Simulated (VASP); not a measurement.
**Pd: single point with PBE**

The system is Pd.

```
Pd
1.0
     0.00000    1.97347    1.97347
     1.97347    0.00000    1.97347
     1.97347    1.97347    0.00000
Pd
1
Direct
  0.00000 0.00000 0.00000
```

| Quantity | Value |
| --- | --- |
| Program | VASP 6.6.1 |
| Task | single point |
| Functional | PBE |
| Potentials or basis | VASP PAW PBE potentials, release 64 (Pd) |
| Cutoff | 520 eV |
| k mesh | 20 × 20 × 20 |
| Occupations | fermi-dirac, width 0.1 eV |
| Spin | no spin polarisation |

```json
{
 "Pressure": "-0.5 GPa",
 "Band gap on the k mesh": "zero (band 5 reaches 9.37 eV, above the bottom of band 6 at 7.88 eV)"
}
```

Levels at points of the mesh, in eV from the Fermi level:
```
           k point  band 1  band 2  band 3  band 4  band 5  band 6  band 7  band 8  band 9  band 10
(0.00, 0.00, 0.00)   -6.84   -2.68   -2.68   -2.68   -1.17   -1.17   17.15   21.69   21.69    21.69
(0.50, 0.00, 0.00)   -5.00   -2.72   -2.72   -0.05   -0.05    1.09    6.98   16.49   20.68    20.68
(0.50, 0.50, 0.00)   -5.07   -4.80   -0.08    0.24    0.24    3.34   10.33   12.97   12.97    20.95
```

Run time: 47 s on 1 thread of Intel Xeon 8259CL, with other jobs on the host, peak memory 0.17 GiB.
